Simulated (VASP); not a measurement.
Wanted: the native input for a VASP 6.6.1 run.

```
Task                   : single point
Functional             : r2SCAN
Potentials or basis    : VASP PAW PBE potentials, release 64 (Fe, Pt)
Cutoff                 : 520 eV
k mesh                 : 14 × 14 × 14
Occupations            : gaussian, width 0.1 eV
Spin                   : no spin polarisation
Dipole correction      : no
Further INCAR settings : ALGO = Normal; EDIFF = 1e-06; NBANDS = 16
```

Crystal: FePt.

```xyz
2
Lattice="3.0593 0.0000 0.0000 0.0000 3.0593 0.0000 0.0000 0.0000 3.0593" Properties=species:S:1:pos:R:3 pbc="T T T"
Fe    0.0000    0.0000    0.0000
Pt    1.5296    1.5296    1.5296
```

The input as run:

POSCAR

```
FePt
1.0
    3.0592809269      0.0000000000      0.0000000000
    0.0000000000      3.0592809269      0.0000000000
    0.0000000000      0.0000000000      3.0592809269
Fe Pt
1 1
Direct
    0.0000000000      0.0000000000      0.0000000000
    0.5000000000      0.5000000000      0.5000000000
```

INCAR.step1

```
SYSTEM = FePt
ALGO = Normal
EDIFF = 1E-4
ENCUT = 520
GGA = PE
ISMEAR = 0
LASPH = .True.
LCHARG = .False.
LREAL = .False.
LWAVE = .True.
NBANDS = 16
NELM = 60
PREC = Accurate
SIGMA = 0.1
```

INCAR.step2

```
SYSTEM = FePt
ALGO = Normal
EDIFF = 1E-6
ENCUT = 520
ISIF = 2
ISMEAR = 0
ISTART = 1
LASPH = .True.
LCHARG = .True.
LELF = .True.
LMIXTAU = .True.
LREAL = .False.
LVHAR = .True.
LWAVE = .False.
METAGGA = R2SCAN
NBANDS = 16
NELM = 60
PREC = Accurate
SIGMA = 0.1
```

KPOINTS

```
k-points
0
Gamma
  14 14 14
  0 0 0
```

Potentials or basis: VASP PAW PBE potentials, release 64 (Fe, Pt).

Command:

```sh
$ cat potpaw_PBE.64/Fe/POTCAR potpaw_PBE.64/Pt/POTCAR > POTCAR
$ cp INCAR.step1 INCAR
$ mpirun -np 1 vasp_std > vasp.out
$ cp INCAR.step2 INCAR
$ mpirun -np 1 vasp_std > vasp.out
```

Results of the run:

* Pressure: -20.4 GPa
* Band gap on the k mesh: zero (band 9 reaches 8.45 eV, above the bottom of band 10 at 7.36 eV)

Caveat: the PAW data sets were made with another functional, which shifts forces and pressure a little; spin-orbit coupling is left out, which moves the levels of the heavy elements.

Run time: 52 s on 1 thread of Intel(R) Xeon(R) 6975P-C (Granite Rapids), on a shared host, peak memory 0.19 GiB.
